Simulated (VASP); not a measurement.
# Os (P6_3/mmc) in VASP: single point with PBE

Aim: the single point of Os with PBE.

Everything below comes from runs of VASP 6.6.1. Logs are shortened: lines on timing, memory, paths and dates and some standing lists are left out, and cuts for length are marked.

## 1. The cell of the first run

The structure is hexagonal, space group P6_3/mmc (No. 194). Conventional cell: a = 2.710 Å, b = 2.710 Å, c = 4.279 Å, α = 90.00°, β = 90.00°, γ = 120.00°. Os (site symmetry -6m2) has 12 Os at 2.65 to 2.71 Å within 3.5 Å.

## 2. Single point, PBE

INCAR reads:

```
PREC = Accurate
ENCUT = 520
EDIFF = 1E-6
ISMEAR = -1
SIGMA = 0.1
LREAL = False
LASPH = True
NELM = 60
ALGO = Normal
ISIF = 2
LWAVE = False
LCHARG = False
GGA = PE
NBANDS = 15
```

KPOINTS reads:

```
Automatic mesh
0
Gamma
  14 14 8
```

POSCAR reads:

```
Os
1.0
    1.3548530000      2.3466720000      0.0000000000
   -1.3548530000      2.3466720000      0.0000000000
    0.0000000000      0.0000000000      4.2787440000
Os
2
Direct
    0.3333300000      0.3333400000      0.2500000000
    0.6666600000      0.6666700000      0.7500000000
```

Potentials or basis: VASP PAW PBE potentials, release 64 (Os).

On the command line:

```
> cat potpaw_PBE.64/Os/POTCAR > POTCAR
> mpirun -np 1 vasp_std > vasp.out
```

OUTCAR:

```text
PREC = Accurate
   ENCUT = 520
   EDIFF = 1E-6
   ISMEAR = -1
   LREAL = False
   LASPH = True
   NELM = 60
   ISIF = 2
   GGA = PE

 ion  position               nearest neighbor table
   1  0.333  0.333  0.250-   2 2.65   2 2.65   2 2.65   2 2.65   2 2.65   2 2.65
   2  0.667  0.667  0.750-   1 2.65   1 2.65   1 2.65   1 2.65   1 2.65   1 2.65

  LATTYP: Found a hexagonal cell.
 ALAT       =     2.7097040663
 C/A-ratio  =     1.5790447574

  Lattice vectors:

 A1 = (   1.3548530000,  -2.3466720000,   0.0000000000)
 A2 = (   1.3548530000,   2.3466720000,   0.0000000000)
 A3 = (   0.0000000000,   0.0000000000,   4.2787440000)

Analysis of symmetry for initial positions (statically):
=====================================================================
 Subroutine PRICEL returns:
 Original cell was already a primitive cell.

 Routine SETGRP: Setting up the symmetry group for a
 hexagonal supercell.

 Subroutine GETGRP returns: Found  8 space group operations
 (whereof  2 operations were pure point group operations)
 out of a pool of 24 trial point group operations.

The static configuration has the point symmetry C_2 .
 The point group associated with its full space group is D_2h.

Analysis of symmetry for dynamics (positions and initial velocities):
=====================================================================
 Subroutine PRICEL returns:
 Original cell was already a primitive cell.

 Routine SETGRP: Setting up the symmetry group for a
 hexagonal supercell.

 Subroutine GETGRP returns: Found  8 space group operations
 (whereof  2 operations were pure point group operations)
 out of a pool of 24 trial point group operations.

The dynamic configuration has the point symmetry C_2 .
 The point group associated with its full space group is D_2h.

 Subroutine INISYM returns: Found  8 space group operations
 (whereof  2 operations are pure point group operations),
 and found     1 'primitive' translations

----------------------------------------------------------------------------------------

                                     Primitive cell

  volume of cell :      27.2076

  direct lattice vectors                    reciprocal lattice vectors
     1.354853000  2.346672000  0.000000000     0.369043727  0.213067698  0.000000000
    -1.354853000  2.346672000  0.000000000    -0.369043727  0.213067698  0.000000000
     0.000000000  0.000000000  4.278744000     0.000000000  0.000000000  0.233713445

  length of vectors
     2.709704066  2.709704066  4.278744000     0.426135091  0.426135091  0.233713445

  position of ions in fractional coordinates (direct lattice)
[... 85 lines left out ...]
   ISIF   =      2    stress and relaxation
   ISYM   =      2    0-nonsym 1-usesym 2-fastsym
   POTIM  = 0.5000    time-step for ionic-motion
   TEBEG  =    0.0;   TEEND  =   0.0 temperature during run
   PSTRESS=    0.0 pullay stress
   NELECT =      16.0000    total number of electrons
   NUPDOWN=      -1.0000    fix difference up-down
   EMIN   =  10.00;   EMAX   =-10.00  energy-range for DOS
   EFERMI =   0.00;   METHOD = LEGACY
   ISMEAR =    -1;   SIGMA  =   0.10  broadening in eV -4-tet -1-fermi 0-gaus
   EFERMI_NEDOS =   21; number of points for ismear=-14 and -15
   IALGO  =     38    algorithm
   IMIX   =      4    mixing-type and parameters
     AMIX     =   0.40;   BMIX     =  1.00
     AMIX_MAG =   1.60;   BMIX_MAG =  1.00
  volume/ion in A,a.u.               =      13.60        91.80
  Fermi-wavevector in a.u.,A,eV,Ry     =   1.371570  2.591891 25.595325  1.881203
  Thomas-Fermi vector in A             =   2.497255
   LORBIT       =      0    0 simple, 1 ext, 2 COOP (PROOUT), +10 PAW based schemes
   GGA     = PE    functional components
   LHFCALC =     F    Hartree Fock is set to
   AEXX    =    0.0000 exact exchange contribution
   IVDW    =     0    specifies the selected vdW correction
   LEPSILON=     F    determine dielectric tensor
   LRPA    =     F    only Hartree local field effects (RPA)
 non-spin polarized calculation
  energy-cutoff  :      520.00
  volume of cell :       27.21
 maximum number of plane-waves:       752
   NGX = 11   NGY = 11   NGZ = 15

 number of electron      15.9999998 magnetization

 Free energy of the ion-electron system (eV)
  ---------------------------------------------------
  ext. energy  EPLUGINS =         0.00000000
  ---------------------------------------------------
  free energy    TOTEN  =       -22.42854391 eV

  energy without entropy =      -22.38617094  energy(sigma->0) =      -22.40735742

 E-fermi :   9.9305     XC(G=0): -14.2202

 val. band max:        9.9127569500   @ k =   0.1429   0.1429   0.3750
 cond. band min:       9.9312368477   @ k =  -0.0714   0.1429   0.3750
 fundamental gap:      0.0184798978
 Fermi energy:         9.9305416726

 k-point     1 :       0.0000    0.0000    0.0000
  band No.  band energies     occupation
      1      -1.3018      2.00000
      2       1.8331      2.00000
      3       6.7090      2.00000
      4       6.7090      2.00000
      5       6.9861      2.00000
      6       7.5929      2.00000
      7       7.5930      2.00000
      8       8.2675      2.00000
      9       8.2676      2.00000
     10       9.9356      0.97486
     11      11.6591      0.00000
     12      11.6593      0.00000
     13      19.3191      0.00000
     14      23.9165      0.00000
[... 401 lines left out ...]
      2       3.1324      2.00000
      3       4.1700      2.00000
      4       5.4871      2.00000
      5       6.4897      2.00000
      6       7.0358      2.00000
      7       7.6429      2.00000
      8       9.8889      1.20517
      9      10.3199      0.03992
     10      11.2248      0.00000
     11      12.5098      0.00000
     12      18.6653      0.00000
     13      19.7885      0.00000
     14      21.6323      0.00000
     15      24.2233      0.00000

 [... further k-points ...]
[... 5 lines left out ...]
  --------------------------------------------------------------------------------------
  -------------------------------------------------------------------------------------
  Total        3.7127732      3.7129949      3.8125046      0.0000000      0.0000000      0.0000000
  in kB      218.6342192    218.6472720    224.5071057      0.0000000      0.0000000      0.0000000
  external PRESSURE =     220.5961990 kB  Pullay stress =       0.0000000 kB

 VOLUME and BASIS-vectors are now :
 -----------------------------------------------------------------------------
  energy-cutoff  :      520.00
  volume of cell :       27.21
      direct lattice vectors                 reciprocal lattice vectors
     1.354853000  2.346672000  0.000000000     0.369043727  0.213067698  0.000000000
    -1.354853000  2.346672000  0.000000000    -0.369043727  0.213067698  0.000000000
     0.000000000  0.000000000  4.278744000     0.000000000  0.000000000  0.233713445

 POSITION                                       TOTAL-FORCE (eV/Angst)
 -----------------------------------------------------------------------------------
     -0.00001      1.56446      1.06969         0.000000     -0.000158      0.000000
     -0.00001      3.12889      3.20906         0.000000      0.000158      0.000000
 -----------------------------------------------------------------------------------
    total drift:                                0.000000     -0.000000     -0.000000

  FREE ENERGIE OF THE ION-ELECTRON SYSTEM (eV)
  ---------------------------------------------------
  free  energy   TOTEN  =       -22.4285439079 eV

  energy  without entropy=      -22.3861709421  energy(sigma->0) =      -22.40735742
```

It took 2.3 min on 1 thread of AMD EPYC 7R13, shared host; peak memory 0.19 GiB.

Results:

* Free energy: -22.4285 eV
* Pressure: 22.1 GPa
* Band gap on the k mesh: zero (band 8 reaches 12.04 eV, above the bottom of band 9 at 8.11 eV)

Levels at points of the mesh, in eV from the Fermi level:
```csv
k point,band 5,band 6,band 7,band 8,band 9,band 10,band 11,band 12
"(0.00, 0.00, 0.00)",-2.94,-2.34,-2.34,-1.66,-1.66,0.01,1.73,1.73
"(0.50, 0.00, 0.00)",-3.02,-2.69,-1.98,2.11,2.70,2.83,4.58,5.90
"(0.50, 0.50, 0.00)",-3.02,-2.69,-1.98,2.11,2.70,2.83,4.58,5.90
"(0.00, 0.00, 0.50)",-3.42,-3.42,-3.42,-3.42,0.91,0.91,0.91,0.91
"(0.50, 0.00, 0.50)",-1.29,-1.29,-0.19,-0.19,2.46,2.46,3.41,3.41
"(0.50, 0.50, 0.50)",-1.29,-1.29,-0.19,-0.19,2.46,2.46,3.41,3.41
```

Caveat: spin-orbit coupling is left out, which moves the levels of the heavy elements.
